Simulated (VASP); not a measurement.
# Si (Fd-3m) in VASP: a series of runs

Runs on Si. Level: r2SCAN. Tasks: phonons.

All numbers are computed with VASP 6.6.1; they aren't measurements. Logs are shortened: lines on timing, memory, paths and dates and some standing lists are left out, and cuts for length are marked.

## Step 1: The cell of the first run

It takes space group Fd-3m (No. 227, cubic). Conventional cell: a = 5.230 Å, b = 5.230 Å, c = 5.230 Å, α = 90.00°, β = 90.00°, γ = 90.00°. Si (site symmetry -43m) has 4 Si at 2.26 Å within 3.0 Å.

## Step 2: Phonons, r2SCAN

Contents of INCAR:

```
PREC = Accurate ; ENCUT = 520
EDIFF = 1E-8 ; ISMEAR = 0
SIGMA = 0.01 ; LREAL = F
LASPH = T ; NELM = 60
ALGO = Normal ; ISIF = 2
LWAVE = F ; LCHARG = F
METAGGA = R2SCAN ; LMIXTAU = T
IBRION = 6 ; NFREE = 2
POTIM = 0.015 ; NSW = 1
```

Contents of KPOINTS:

```
Automatic mesh
0
Gamma
  8 8 8
```

Contents of POSCAR:

```
Si
1.0
    2.6149742553      2.6149742553      0.0000000000
   -2.6149742553      2.6149742553      0.0000000000
    0.0000000000      2.6149742553      2.6149742553
Si
2
Direct
    0.2500000000      0.7500000000      0.5000000000
    0.0000000000      0.0000000000      0.0000000000
```

Potentials or basis: VASP PAW PBE potentials, release 64 (Si).

Run with:

```
cat potpaw_PBE.64/Si/POTCAR > POTCAR
mpirun -np 1 vasp_std > vasp.out
```

OUTCAR:

```text
PREC = Accurate
   ENCUT = 520
   EDIFF = 1E-8
   ISMEAR = 0
   LREAL = F
   LASPH = T
   NELM = 60
   ISIF = 2
   METAGGA = R2SCAN
   IBRION = 6
   NFREE = 2
   POTIM = 0.015
   NSW = 1

 ion  position               nearest neighbor table
   1  0.250  0.750  0.500-   2 2.26   2 2.26   2 2.26   2 2.26
   2  0.000  0.000  0.000-   1 2.26   1 2.26   1 2.26   1 2.26

  LATTYP: Found a face centered cubic cell.
 ALAT       =     5.2299485106

  Lattice vectors:

 A1 = (   0.0000000000,   2.6149742553,   2.6149742553)
 A2 = (   2.6149742553,   0.0000000000,   2.6149742553)
 A3 = (   2.6149742553,   2.6149742553,   0.0000000000)

Analysis of symmetry for initial positions (statically):
=====================================================================
 Subroutine PRICEL returns:
 Original cell was already a primitive cell.

 Routine SETGRP: Setting up the symmetry group for a
 face centered cubic supercell.

 Subroutine GETGRP returns: Found 48 space group operations
 (whereof 24 operations were pure point group operations)
 out of a pool of 48 trial point group operations.

The static configuration has the point symmetry T_d .
 The point group associated with its full space group is O_h .

Analysis of symmetry for dynamics (positions and initial velocities):
=====================================================================
 Subroutine PRICEL returns:
 Original cell was already a primitive cell.

 Routine SETGRP: Setting up the symmetry group for a
 face centered cubic supercell.

 Subroutine GETGRP returns: Found 48 space group operations
 (whereof 24 operations were pure point group operations)
 out of a pool of 48 trial point group operations.

The dynamic configuration has the point symmetry T_d .
 The point group associated with its full space group is O_h .

 Subroutine INISYM returns: Found 48 space group operations
 (whereof 24 operations are pure point group operations),
 and found     1 'primitive' translations

----------------------------------------------------------------------------------------

                                     Primitive cell

  volume of cell :      35.7629

  direct lattice vectors                    reciprocal lattice vectors
[... 146 lines left out ...]
  external PRESSURE =     147.1734555 kB  Pullay stress =       0.0000000 kB
[... 59 lines left out ...]
--------------------------------------- Ionic step        3  -------------------------------------------

 number of electron       7.9999999 magnetization

 Free energy of the ion-electron system (eV)
  ---------------------------------------------------
  ext. energy  EPLUGINS =         0.00000000
  ---------------------------------------------------
  free energy    TOTEN  =       -17.35921187 eV

  energy without entropy =      -17.35921187  energy(sigma->0) =      -17.35921187

 E-fermi :   7.0844     XC(G=0): -10.3125

 val. band max:        7.0329126655   @ k =   0.0000   0.0000   0.0000
 cond. band min:       7.5684454608   @ k =  -0.3750   0.3750   0.0000
 fundamental gap:      0.5355327952
 Fermi energy:         7.0843944155

 k-point     1 :       0.0000    0.0000    0.0000
  band No.  band energies     occupation
      1      -6.4214      2.00000
      2       6.8720      2.00000
      3       6.9531      2.00000
      4       7.0329      2.00000
      5       9.7086      0.00000
      6       9.7525      0.00000
      7       9.7981      0.00000
      8      12.3900      0.00000
[... 243 lines left out ...]
 k-point    24 :       0.5000    0.2500    0.1250
  band No.  band energies     occupation
      1      -3.0559      2.00000
      2      -0.5593      2.00000
      3       3.0338      2.00000
      4       4.3844      2.00000
      5      10.2347      0.00000
      6      10.5727      0.00000
      7      13.6182      0.00000
      8      14.9769      0.00000

 [... further k-points ...]
[... 5 lines left out ...]
  --------------------------------------------------------------------------------------
  -------------------------------------------------------------------------------------
  Total        3.2838305      3.2895690      3.2895690      0.0000000      0.2315444      0.0000000
  in kB      147.1157154    147.3727999    147.3727999      0.0000000     10.3731955      0.0000000
  external PRESSURE =     147.2871051 kB  Pullay stress =       0.0000000 kB
[... 17 lines left out ...]
  FREE ENERGIE OF THE ION-ELECTRON SYSTEM (eV)
  ---------------------------------------------------
  free  energy   TOTEN  =       -17.3592118703 eV

  energy  without entropy=      -17.3592118703  energy(sigma->0) =      -17.35921187

 INTERNAL STRAIN TENSORS FROM DISPLACED ATOMS
 ============================================

 INTERNAL STRAIN TENSOR FOR ION    1 for displacements in x,y,z  (eV/Angst):
          X           Y           Z          XY          YZ          ZX
  --------------------------------------------------------------------------------
  x     0.00000     0.00000     0.00000     0.00000   -15.43364     0.00000
  y     0.00000     0.00000     0.00000     0.00000     0.00000   -15.43364
  z     0.00000     0.00000     0.00000   -15.43364     0.00000     0.00000

 INTERNAL STRAIN TENSOR FOR ION    2 for displacements in x,y,z  (eV/Angst):
          X           Y           Z          XY          YZ          ZX
  --------------------------------------------------------------------------------
  x    -0.00000     0.00000     0.00000     0.00000    15.43364     0.00000
  y     0.00000    -0.00000     0.00000     0.00000     0.00000    15.43364
  z     0.00000     0.00000    -0.00000    15.43364     0.00000     0.00000

 Eigenvectors and eigenvalues of the dynamical matrix
 ----------------------------------------------------

   1 f  =   17.463558 THz   109.726773 2PiTHz  582.521601 cm-1    72.223441 meV
             X         Y         Z           dx          dy          dz
     -1.307487  3.922461  1.307487     0.685994   -0.171499    0.000000
      0.000000  0.000000  0.000000    -0.685994    0.171499    0.000000
[... 16 lines left out ...]
   5 f  =    0.000000 THz     0.000000 2PiTHz    0.000000 cm-1     0.000000 meV
             X         Y         Z           dx          dy          dz
     -1.307487  3.922461  1.307487    -0.000000    0.000000    0.707107
      0.000000  0.000000  0.000000     0.000000    0.000000    0.707107

   6 f/i=    0.000000 THz     0.000002 2PiTHz    0.000008 cm-1     0.000001 meV
             X         Y         Z           dx          dy          dz
     -1.307487  3.922461  1.307487     0.157905    0.689250    0.000000
      0.000000  0.000000  0.000000     0.157905    0.689250    0.000000

 ELASTIC MODULI CONTR FROM IONIC RELAXATION (kBar)
 Direction    XX          YY          ZZ          XY          YZ          ZX
 --------------------------------------------------------------------------------
 XX          -0.0000     -0.0000      0.0000     -0.0000      0.0000      0.0000
 YY          -0.0000     -0.0000     -0.0000      0.0000      0.0000      0.0000
 ZZ           0.0000     -0.0000     -0.0000      0.0000     -0.0000      0.0000
 XY          -0.0000      0.0000      0.0000   -608.9853      0.0000     -0.0000
 YZ           0.0000      0.0000     -0.0000      0.0000   -608.9853     -0.0000
 ZX           0.0000      0.0000      0.0000     -0.0000     -0.0000   -608.9853
 --------------------------------------------------------------------------------
```

OSZICAR:

```text
N       E                     dE             d eps       ncg     rms          rms(c)
DAV:   1     0.126416045723E+01    0.12642E+01   -0.36342E+03   464   0.810E+02
DAV:   2    -0.181744057614E+02   -0.19439E+02   -0.18941E+02   736   0.884E+01
DAV:   3    -0.185301648140E+02   -0.35576E+00   -0.35576E+00   568   0.126E+01
[... 38 lines left out ...]
DAV:   5    -0.173591719106E+02    0.21814E-04   -0.80096E-05  1576   0.907E-02    0.368E-03
DAV:   6    -0.173592111701E+02   -0.39259E-04   -0.33437E-05  1640   0.575E-02    0.118E-03
DAV:   7    -0.173592117986E+02   -0.62847E-06   -0.27849E-06  1816   0.158E-02    0.532E-04
DAV:   8    -0.173592118604E+02   -0.61855E-07   -0.57846E-07  1832   0.761E-03    0.934E-05
DAV:   9    -0.173592118703E+02   -0.98910E-08   -0.90948E-08  1792   0.407E-03
   3 F= -.17359212E+02 E0= -.17359212E+02  d E =-.340206E-16
```

stdout:

```text
POSCAR found type information on POSCAR Si
 POSCAR found :  1 types and       2 ions
 scaLAPACK will be used
 -----------------------------------------------------------------------------
|                                                                             |
|                                                                             |
|     You enforced a specific xc type in the INCAR file but a different       |
|     I HOPE YOU KNOW WHAT YOU ARE DOING!                                     |
|                                                                             |
 -----------------------------------------------------------------------------

 LDA part: xc-table for (None), standard interpolation
 POSCAR, INCAR and KPOINTS ok, starting setup
 FFT: planning ... GRIDC
 FFT: planning ... GRID_SOFT
 FFT: planning ... GRID
 WAVECAR not read
 entering main loop
 Found     1 degrees of freedom:
 Finite differences POTIM= 0.01500 DOF=   1
 bond charge predicted
 Finite differences progress:
 bond charge predicted
 Finite differences progress:
```

Wall time 3.1 min (1 thread of Intel Xeon Platinum 8259CL at 2.50GHz (Skylake/Cascade Lake), shared host); peak memory 0.18 GiB.

What came out:

```
Highest phonon frequency at Γ : 583 cm⁻¹
```

Phonon frequencies in cm⁻¹ (negative: imaginary):
```csv
q point,frequencies
"(0.000, 0.000, 0.000)",0 0 0 583 583 583
```

Caveat: the cell wasn't relaxed at this level first, which shifts response properties; the PAW data sets were made with another functional, which shifts forces and pressure a little.

## Step 3: Phonons, r2SCAN

This run uses another cell than the first one, of 18.50 Å³/atom, 1.035 times its volume.

Contents of INCAR:

```
ALGO = Normal
EDIFF = 1E-8
ENCUT = 520
IBRION = 6
ISIF = 2
ISMEAR = 0
LASPH = True
LCHARG = False
LMIXTAU = True
LREAL = False
LWAVE = False
METAGGA = R2SCAN
NELM = 100
NFREE = 2
NSW = 1
POTIM = 0.015
PREC = Accurate
SIGMA = 0.01
```

Contents of KPOINTS:

```
k-points
0
Gamma
  8 8 8
```

Contents of POSCAR:

```
Si
1.0
    2.6448091843      2.6448091843      0.0000000000
   -2.6448091843      2.6448091843      0.0000000000
    0.0000000000      2.6448091843      2.6448091843
Si
2
Direct
    0.2500000000      0.7500000000      0.5000000000
    0.0000000000      0.0000000000      0.0000000000
```

Potentials or basis: VASP PAW PBE potentials, release 64 (Si).

Run with:

```
cat potpaw_PBE.64/Si/POTCAR > POTCAR
mpirun -np 1 vasp_std > vasp.out
```

OUTCAR:

```text
EDIFF = 1E-8
   ENCUT = 520
   IBRION = 6
   ISIF = 2
   ISMEAR = 0
   LASPH = True
   LREAL = False
   METAGGA = R2SCAN
   NELM = 100
   NFREE = 2
   NSW = 1
   POTIM = 0.015
   PREC = Accurate

 ion  position               nearest neighbor table
   1  0.250  0.750  0.500-   2 2.29   2 2.29   2 2.29   2 2.29
   2  0.000  0.000  0.000-   1 2.29   1 2.29   1 2.29   1 2.29

  LATTYP: Found a face centered cubic cell.
 ALAT       =     5.2896183686

  Lattice vectors:

 A1 = (   0.0000000000,   2.6448091843,   2.6448091843)
 A2 = (   2.6448091843,   0.0000000000,   2.6448091843)
 A3 = (   2.6448091843,   2.6448091843,   0.0000000000)

Analysis of symmetry for initial positions (statically):
=====================================================================
 Subroutine PRICEL returns:
 Original cell was already a primitive cell.

 Routine SETGRP: Setting up the symmetry group for a
 face centered cubic supercell.

 Subroutine GETGRP returns: Found 48 space group operations
 (whereof 24 operations were pure point group operations)
 out of a pool of 48 trial point group operations.

The static configuration has the point symmetry T_d .
 The point group associated with its full space group is O_h .

Analysis of symmetry for dynamics (positions and initial velocities):
=====================================================================
 Subroutine PRICEL returns:
 Original cell was already a primitive cell.

 Routine SETGRP: Setting up the symmetry group for a
 face centered cubic supercell.

 Subroutine GETGRP returns: Found 48 space group operations
 (whereof 24 operations were pure point group operations)
 out of a pool of 48 trial point group operations.

The dynamic configuration has the point symmetry T_d .
 The point group associated with its full space group is O_h .
[... 245 lines left out ...]
      7       9.4086      0.00000
      8      11.5654      0.00000
[... 243 lines left out ...]
 k-point    24 :       0.5000    0.2500    0.1250
  band No.  band energies     occupation
      1      -3.2838      2.00000
      2      -0.7851      2.00000
      3       2.7564      2.00000
      4       4.0904      2.00000
      5       9.8867      0.00000
      6      10.1331      0.00000
      7      13.1525      0.00000
      8      14.4708      0.00000

 [... further k-points ...]

------------------------ aborting loop because EDIFF is reached ----------------------------------------

  FORCE on cell =-STRESS in cart. coord.  units (eV):
  Direction    XX          YY          ZZ          XY          YZ          ZX
  --------------------------------------------------------------------------------------
  -------------------------------------------------------------------------------------
  Total        2.2558177      2.2608986      2.2608986      0.0000000      0.2034247      0.0000000
  in kB       97.6790793     97.8990872     97.8990872      0.0000000      8.8084851      0.0000000
  external PRESSURE =      97.8257513 kB  Pullay stress =       0.0000000 kB
[... 17 lines left out ...]
  FREE ENERGIE OF THE ION-ELECTRON SYSTEM (eV)
  ---------------------------------------------------
  free  energy   TOTEN  =       -17.4533707402 eV

  energy  without entropy=      -17.4533707402  energy(sigma->0) =      -17.45337074

 INTERNAL STRAIN TENSORS FROM DISPLACED ATOMS
 ============================================

 INTERNAL STRAIN TENSOR FOR ION    1 for displacements in x,y,z  (eV/Angst):
          X           Y           Z          XY          YZ          ZX
  --------------------------------------------------------------------------------
  x    -0.00000     0.00000     0.00000     0.00000   -13.56245     0.00000
  y     0.00000    -0.00000     0.00000     0.00000     0.00000   -13.56245
  z     0.00000     0.00000    -0.00000   -13.56245     0.00000     0.00000

 INTERNAL STRAIN TENSOR FOR ION    2 for displacements in x,y,z  (eV/Angst):
          X           Y           Z          XY          YZ          ZX
  --------------------------------------------------------------------------------
  x     0.00000     0.00000     0.00000     0.00000    13.56245     0.00000
  y     0.00000     0.00000     0.00000     0.00000     0.00000    13.56245
  z     0.00000     0.00000     0.00000    13.56245     0.00000     0.00000

 Eigenvectors and eigenvalues of the dynamical matrix
 ----------------------------------------------------

   1 f  =   16.891081 THz   106.129789 2PiTHz  563.425799 cm-1    69.855865 meV
             X         Y         Z           dx          dy          dz
     -1.322405  3.967214  1.322405     0.685994   -0.171499    0.000000
      0.000000  0.000000  0.000000    -0.685994    0.171499    0.000000
[... 16 lines left out ...]
   5 f  =    0.000000 THz     0.000000 2PiTHz    0.000000 cm-1     0.000000 meV
             X         Y         Z           dx          dy          dz
     -1.322405  3.967214  1.322405     0.000000   -0.000000    0.707107
      0.000000  0.000000  0.000000    -0.000000    0.000000    0.707107

   6 f/i=    0.000000 THz     0.000001 2PiTHz    0.000003 cm-1     0.000000 meV
             X         Y         Z           dx          dy          dz
     -1.322405  3.967214  1.322405    -0.000000   -0.707107    0.000000
      0.000000  0.000000  0.000000    -0.000000   -0.707107    0.000000

 ELASTIC MODULI CONTR FROM IONIC RELAXATION (kBar)
 Direction    XX          YY          ZZ          XY          YZ          ZX
 --------------------------------------------------------------------------------
 XX          -0.0000     -0.0000     -0.0000     -0.0000     -0.0000     -0.0000
 YY          -0.0000     -0.0000      0.0000      0.0000     -0.0000     -0.0000
 ZZ          -0.0000      0.0000     -0.0000     -0.0000     -0.0000      0.0000
 XY          -0.0000      0.0000     -0.0000   -485.8653     -0.0000      0.0000
 YZ          -0.0000     -0.0000     -0.0000     -0.0000   -485.8653     -0.0000
 ZX          -0.0000     -0.0000      0.0000      0.0000     -0.0000   -485.8653
 --------------------------------------------------------------------------------
```

stdout:

```text
POSCAR found type information on POSCAR Si
 POSCAR found :  1 types and       2 ions
 scaLAPACK will be used
 -----------------------------------------------------------------------------
|                                                                             |
|                                                                             |
|     You enforced a specific xc type in the INCAR file but a different       |
|     I HOPE YOU KNOW WHAT YOU ARE DOING!                                     |
|                                                                             |
 -----------------------------------------------------------------------------

 LDA part: xc-table for (None), standard interpolation
 POSCAR, INCAR and KPOINTS ok, starting setup
 FFT: planning ... GRIDC
 FFT: planning ... GRID_SOFT
 FFT: planning ... GRID
 WAVECAR not read
 entering main loop
 Found     1 degrees of freedom:
 Finite differences POTIM= 0.01500 DOF=   1
 bond charge predicted
 Finite differences progress:
 bond charge predicted
 Finite differences progress:
```

Wall time 3.1 min (1 thread of Intel Xeon Platinum 8259CL at 2.50GHz (Skylake/Cascade Lake), shared host); peak memory 0.19 GiB.

What came out:

* Highest phonon frequency at Γ: 563 cm⁻¹

Phonon frequencies in cm⁻¹ (negative: imaginary):
| q point | frequencies |
| --- | --- |
| (0.000, 0.000, 0.000) | 0 0 0 563 563 563 |

Caveat: the cell wasn't relaxed at this level first, which shifts response properties; the PAW data sets were made with another functional, which shifts forces and pressure a little.

(Part 1 of 2 ends here.)
